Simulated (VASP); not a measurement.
# ZnCd2Se3 (I-4m2) in VASP: single point with LDA

Aim: the single point of ZnCd2Se3 with LDA.

Program: VASP 6.6.1. These are calculated values, not measurements. Logs are shortened: lines on timing, memory, paths and dates and some standing lists are left out, and cuts for length are marked.

## (1) The cell of the first run

Symmetry: I-4m2, No. 119, tetragonal system. Conventional cell: a = 4.254 Å, b = 4.254 Å, c = 18.269 Å, α = 90.00°, β = 90.00°, γ = 90.00°. Within 3.3 Å of Zn (site symmetry -4m2) lie 4 Se at 2.52 Å. Cd (site symmetry 2mm) has 4 Se at 2.67 Å within 3.5 Å. Within 3.3 Å of Se (site symmetry 2mm) lie 2 Zn at 2.52 Å and 2 Cd at 2.67 Å. Within 3.5 Å of Se (site symmetry -4m2) lie 4 Cd at 2.67 Å.

## (2) Single point, LDA

Contents of INCAR:

```
PREC = Accurate
ENCUT = 520
EDIFF = 1E-6
ISMEAR = 0
SIGMA = 0.02
LREAL = F
LASPH = T
NELM = 100
ALGO = Normal
ISIF = 2
LWAVE = F
LCHARG = F
NBANDS = 36
```

Contents of KPOINTS:

```
Automatic mesh
0
Gamma
  10 10 10
```

Contents of POSCAR:

```
ZnCd2Se3
1.0
   -2.1270612079      2.1270612079      9.1343840905
    2.1270612079     -2.1270612079      9.1343840905
    2.1270612079      2.1270612079     -9.1343840905
Zn Cd Se
1 2 3
Direct
    0.5000000000      0.5000000000      0.0000000000
    0.8380539872      0.8380539872      0.0000000000
    0.1619460128      0.1619460128      0.0000000000
    0.4265154370      0.9265154370      0.5000000000
    0.0734845630      0.5734845630      0.5000000000
    0.7500000000      0.2500000000      0.5000000000
```

Potentials or basis: VASP PAW LDA potentials, release 64 (Zn, Cd, Se).

Started as:

```bash
cat potpaw_LDA.64/Zn/POTCAR potpaw_LDA.64/Cd/POTCAR potpaw_LDA.64/Se/POTCAR > POTCAR
mpirun -np 1 vasp_std > vasp.out
```

OUTCAR:

```text
PREC = Accurate
   ENCUT = 520
   EDIFF = 1E-6
   ISMEAR = 0
   LREAL = F
   LASPH = T
   NELM = 100
   ISIF = 2

 ion  position               nearest neighbor table
   1  0.500  0.500  0.000-   4 2.52   5 2.52   5 2.52   4 2.52
   2  0.838  0.838  0.000-   6 2.67   6 2.67   4 2.67   4 2.67
   3  0.162  0.162  0.000-   6 2.67   6 2.67   5 2.67   5 2.67
   4  0.427  0.927  0.500-   1 2.52   1 2.52   2 2.67   2 2.67
   5  0.073  0.573  0.500-   1 2.52   1 2.52   3 2.67   3 2.67
   6  0.750  0.250  0.500-   3 2.67   2 2.67   2 2.67   3 2.67

  LATTYP: Found a body centered tetragonal cell.
 ALAT       =     4.2541224158
 C/A-ratio  =     4.2943682375

  Lattice vectors:

 A1 = (  -2.1270612079,   2.1270612079,   9.1343840905)
 A2 = (   2.1270612079,  -2.1270612079,   9.1343840905)
 A3 = (   2.1270612079,   2.1270612079,  -9.1343840905)

Analysis of symmetry for initial positions (statically):
=====================================================================
 Subroutine PRICEL returns:
 Original cell was already a primitive cell.

 Routine SETGRP: Setting up the symmetry group for a
 body centered tetragonal supercell.

 Subroutine GETGRP returns: Found  8 space group operations
 (whereof  8 operations were pure point group operations)
 out of a pool of 16 trial point group operations.

The static configuration has the point symmetry D_2d.

Analysis of symmetry for dynamics (positions and initial velocities):
=====================================================================
 Subroutine PRICEL returns:
 Original cell was already a primitive cell.

 Routine SETGRP: Setting up the symmetry group for a
 body centered tetragonal supercell.

 Subroutine GETGRP returns: Found  8 space group operations
 (whereof  8 operations were pure point group operations)
 out of a pool of 16 trial point group operations.

The dynamic configuration has the point symmetry D_2d.

 Subroutine INISYM returns: Found  8 space group operations
 (whereof  8 operations are pure point group operations),
 and found     1 'primitive' translations

----------------------------------------------------------------------------------------

                                     Primitive cell

  volume of cell :     165.3100

  direct lattice vectors                    reciprocal lattice vectors
    -2.127061208  2.127061208  9.134384090     0.000000000  0.235066108  0.054738228
     2.127061208 -2.127061208  9.134384090     0.235066108  0.000000000  0.054738228
     2.127061208  2.127061208 -9.134384090     0.235066108  0.235066108  0.000000000

  length of vectors
     9.616951257  9.616951257  9.616951257     0.241355234  0.241355234  0.332433678

  position of ions in fractional coordinates (direct lattice)
     0.500000000  0.500000000  0.000000000
     0.838053987  0.838053987  0.000000000
     0.161946013  0.161946013  0.000000000
     0.426515437  0.926515437  0.500000000
     0.073484563  0.573484563  0.500000000
     0.750000000  0.250000000  0.500000000

  ion indices of the primitive-cell ions
   primitive index   ion index
                 1           1
                 2           2
                 3           3
                 4           4
                 5           5
                 6           6

----------------------------------------------------------------------------------------

 KPOINTS: Automatic mesh

Automatic generation of k-mesh.
 Grid dimensions read from file:
 generate k-points for:   10   10   10

 Generating k-lattice:

  Cartesian coordinates                     Fractional coordinates (reciprocal lattice)
     0.000000000  0.023506611  0.005473823     0.100000000  0.000000000  0.000000000
     0.023506611  0.000000000  0.005473823     0.000000000  0.100000000  0.000000000
     0.023506611  0.023506611  0.000000000     0.000000000  0.000000000  0.100000000

  Length of vectors
     0.024135523  0.024135523  0.033243368

  Shift w.r.t. Gamma in fractional coordinates (k-lattice)
     0.000000000  0.000000000  0.000000000

 Subroutine IBZKPT returns following result:
 ===========================================

 Found    102 irreducible k-points:

 Following reciprocal coordinates:
            Coordinates               Weight
  0.000000  0.000000  0.000000      1.000000
  0.100000 -0.000000  0.000000      8.000000
  0.200000 -0.000000  0.000000      8.000000
  0.300000  0.000000 -0.000000      8.000000
  0.400000  0.000000 -0.000000      8.000000
  0.500000 -0.000000  0.000000      4.000000
[... 16 lines left out ...]
  0.300000  0.300000 -0.000000      8.000000
  0.400000  0.300000 -0.000000     16.000000
 [... further k-points ...]
   k-points           NKPTS =    102   k-points in BZ     NKDIM =    102   number of bands    NBANDS=     36
   number of dos      NEDOS =    301   number of ions     NIONS =      6
   total plane-waves  NPLWV = 373248
   dimension x,y,z NGX =    72 NGY =   72 NGZ =   72
   dimension x,y,z NGXF=   144 NGYF=  144 NGZF=  144
   ions per type =               1   2   3
   NGX,Y,Z   is equivalent  to a cutoff of  12.45, 12.45, 12.45 a.u.
   NGXF,Y,Z  is equivalent  to a cutoff of  24.89, 24.89, 24.89 a.u.
 SYSTEM =  unknown system
   PREC   = accura    normal or accurate (medium, high low for compatibility)
   ISTART =      0    job   : 0-new  1-cont  2-samecut
   ICHARG =      2    charge: 1-file 2-atom 10-const
   ISPIN  =      1    spin polarized calculation?
   LNONCOLLINEAR =      F non collinear calculations
   LSORBIT =      F    spin-orbit coupling
   LASPH  =      T    aspherical Exc in radial PAW
   ENCUT  =  520.0 eV  38.22 Ry    6.18 a.u.  17.88 17.88 17.88*2*pi/ulx,y,z
   NELM   =    100;   NELMIN=  2; NELMDL= -5     # of ELM steps
   EDIFF  = 0.1E-05   stopping-criterion for ELM
   LREAL  =      F    real-space projection
[... 7 lines left out ...]
   TEBEG  =    0.0;   TEEND  =   0.0 temperature during run
   PSTRESS=    0.0 pullay stress
   NELECT =      54.0000    total number of electrons
   NUPDOWN=      -1.0000    fix difference up-down
   EMIN   =  10.00;   EMAX   =-10.00  energy-range for DOS
   EFERMI =   0.00;   METHOD = LEGACY
   ISMEAR =     0;   SIGMA  =   0.02  broadening in eV -4-tet -1-fermi 0-gaus
   EFERMI_NEDOS =   21; number of points for ismear=-14 and -15
   IALGO  =     38    algorithm
   IMIX   =      4    mixing-type and parameters
     AMIX     =   0.40;   BMIX     =  1.00
     AMIX_MAG =   1.60;   BMIX_MAG =  1.00
  volume/ion in A,a.u.               =      27.55       185.93
  Fermi-wavevector in a.u.,A,eV,Ry     =   1.127473  2.130616 17.295678  1.271196
  Thomas-Fermi vector in A             =   2.264160
   LORBIT       =      0    0 simple, 1 ext, 2 COOP (PROOUT), +10 PAW based schemes
   GGA     = CA    functional components
   LHFCALC =     F    Hartree Fock is set to
   AEXX    =    0.0000 exact exchange contribution
   IVDW    =     0    specifies the selected vdW correction
   LEPSILON=     F    determine dielectric tensor
   LRPA    =     F    only Hartree local field effects (RPA)
 non-spin polarized calculation
 Gauss-broadening in eV      SIGMA  =   0.02
  energy-cutoff  :      520.00
  volume of cell :      165.31
 maximum number of plane-waves:      4474
   NGX = 35   NGY = 35   NGZ = 35

 number of electron      54.0000006 magnetization

 Free energy of the ion-electron system (eV)
  ---------------------------------------------------
  ext. energy  EPLUGINS =         0.00000000
  ---------------------------------------------------
  free energy    TOTEN  =       -20.63385393 eV

  energy without entropy =      -20.63385393  energy(sigma->0) =      -20.63385393

 E-fermi :   0.8210     XC(G=0):  -9.2186

 val. band max:        0.6774060306   @ k =   0.0000   0.0000   0.0000
 cond. band min:       1.0531193293   @ k =   0.0000   0.0000   0.0000
 fundamental gap:      0.3757132987
 Fermi energy:         0.8210115630

 k-point     1 :       0.0000    0.0000    0.0000
  band No.  band energies     occupation
      1     -11.9641      2.00000
      2     -11.5145      2.00000
      3     -11.4084      2.00000
      4      -7.1132      2.00000
      5      -7.1132      2.00000
      6      -7.0940      2.00000
[... 28 lines left out ...]
     35       6.4462      0.00000
     36       8.0756      0.00000

 k-point     2 :       0.1000   -0.0000    0.0000
  band No.  band energies     occupation
      1     -11.9344      2.00000
      2     -11.5108      2.00000
      3     -11.3995      2.00000
      4      -7.1099      2.00000
      5      -7.1094      2.00000
      6      -7.0910      2.00000
[... 28 lines left out ...]
     35       6.6055      0.00000
     36       7.7250      0.00000

 k-point     3 :       0.2000   -0.0000    0.0000
  band No.  band energies     occupation
      1     -11.8516      2.00000
      2     -11.4982      2.00000
      3     -11.3829      2.00000
      4      -7.1008      2.00000
      5      -7.0962      2.00000
      6      -7.0846      2.00000
[... 28 lines left out ...]
     35       6.9078      0.00000
     36       7.2468      0.00000
[... 742 lines left out ...]
 k-point    23 :       0.3000    0.3000   -0.0000
  band No.  band energies     occupation
      1     -11.5480      2.00000
      2     -11.4222      2.00000
      3     -11.3295      2.00000
      4      -7.0542      2.00000
      5      -7.0100      2.00000
      6      -7.0033      2.00000
[... 28 lines left out ...]
     35       7.2254      0.00000
     36       7.6733      0.00000

 k-point    24 :       0.4000    0.3000   -0.0000
  band No.  band energies     occupation
      1     -11.4589      2.00000
      2     -11.3876      2.00000
      3     -11.3383      2.00000
      4      -7.0450      2.00000
      5      -6.9928      2.00000
      6      -6.9849      2.00000
[... 28 lines left out ...]
     35       7.3827      0.00000
     36       8.0267      0.00000

 [... further k-points ...]

------------------------ aborting loop because EDIFF is reached ----------------------------------------

  FORCE on cell =-STRESS in cart. coord.  units (eV):
  Direction    XX          YY          ZZ          XY          YZ          ZX
  --------------------------------------------------------------------------------------
  -------------------------------------------------------------------------------------
  Total       -4.3816028     -4.3816028     -4.4552785      0.0000000      0.0000000      0.0000000
  in kB      -42.4662931    -42.4662931    -43.1803547      0.0000000      0.0000000      0.0000000
  external PRESSURE =     -42.7043136 kB  Pullay stress =       0.0000000 kB

 VOLUME and BASIS-vectors are now :
 -----------------------------------------------------------------------------
  energy-cutoff  :      520.00
  volume of cell :      165.31
      direct lattice vectors                 reciprocal lattice vectors
    -2.127061208  2.127061208  9.134384090     0.000000000  0.235066108  0.054738228
     2.127061208 -2.127061208  9.134384090     0.235066108  0.000000000  0.054738228
     2.127061208  2.127061208 -9.134384090     0.235066108  0.235066108  0.000000000

 POSITION                                       TOTAL-FORCE (eV/Angst)
 -----------------------------------------------------------------------------------
      0.00000      0.00000      9.13438        -0.000000      0.000000     -0.000000
      0.00000      0.00000     15.31021        -0.000000      0.000000     -0.002193
      0.00000      0.00000      2.95855        -0.000000      0.000000      0.002193
      2.12706      0.00000      7.79191         0.000000     -0.000000     -0.012898
      2.12706      0.00000      1.34247         0.000000     -0.000000      0.012898
      0.00000      2.12706      4.56719        -0.000000      0.000000     -0.000000
 -----------------------------------------------------------------------------------
    total drift:                                0.000000     -0.000000      0.000000

  FREE ENERGIE OF THE ION-ELECTRON SYSTEM (eV)
  ---------------------------------------------------
  free  energy   TOTEN  =       -20.6338539319 eV

  energy  without entropy=      -20.6338539319  energy(sigma->0) =      -20.63385393
```

Wall time 24 min (1 thread of Intel Xeon Platinum 8259CL at 2.50GHz (Skylake/Cascade Lake), shared host); peak memory 0.93 GiB.

Results:

```yaml
Free_energy: -20.6339 eV
Pressure: -4.3 GPa
Largest_force: 0.013 eV/Å
Band_gap_on_the_k_mesh: 0.38 eV
```

Forces on the atoms (eV/Å):
```
Zn   0.000  0.000  0.000
Cd   0.000  0.000 -0.002
Cd   0.000  0.000  0.002
Se   0.000  0.000 -0.013
Se   0.000  0.000  0.013
Se   0.000  0.000  0.000
```

Levels at points of the mesh, in eV from the valence-band top:
```
           k point  band 24  band 25  band 26  band 27  band 28  band 29  band 30  band 31
(0.00, 0.00, 0.00)    -1.25    -0.12     0.00     0.00     0.38     3.21     3.34     3.50
(0.50, 0.00, 0.00)    -1.09    -0.77    -0.64    -0.58     2.10     3.07     3.26     5.50
(0.50, 0.50, 0.00)    -2.13    -2.13    -1.84    -1.84     2.95     3.39     4.14     4.26
(0.50, 0.50, 0.50)    -0.65    -0.65    -0.45    -0.45     2.26     2.29     3.10     3.41
```

Caveat: the cell stands under tension; semilocal functionals underestimate gaps, and a narrow one can read as zero. A k mesh can miss the band edges.
